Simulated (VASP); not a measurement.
A run of VASP 6.6.1:

Contents of INCAR:

```
  PREC = Accurate
  ENCUT = 500
  EDIFF = 1E-6
  ISMEAR = 0
  SIGMA = 0.02
  LREAL = F
  LASPH = T
  NELM = 120
  ALGO = Normal
  ISIF = 2
  LWAVE = F
  LCHARG = F
  GGA = PS
  NBANDS = 16
  ISYM = 0
  GGA_COMPAT = F
```

File KPOINTS:

```
Automatic mesh
0
Gamma
  10 10 10
  0.5 0.5 0.5
```

POSCAR

```
ZnS
1.0
    0.0000000000      2.6777057678      2.6777057678
    2.6777057678      0.0000000000      2.6777057678
    2.6777057678      2.6777057678      0.0000000000
Zn S
1 1
Direct
    0.0000000000      0.0000000000      0.0000000000
    0.2500000000      0.2500000000      0.2500000000
```

Potentials or basis: VASP PAW PBE potentials, release 64 (Zn, S).

Launch:

```sh
$ cat potpaw_PBE.64/Zn/POTCAR potpaw_PBE.64/S/POTCAR > POTCAR
$ mpirun -np 1 vasp_std > vasp.out
```

Hardware: 1 thread of Intel Xeon 8259CL, with other jobs on the host.

Task: How long does it take, and how much memory?

Result: Run time: 27 min on 1 thread of Intel Xeon 8259CL, on a shared host, peak memory 1.1 GiB. Counts: scf iterations 12, k points 2000.
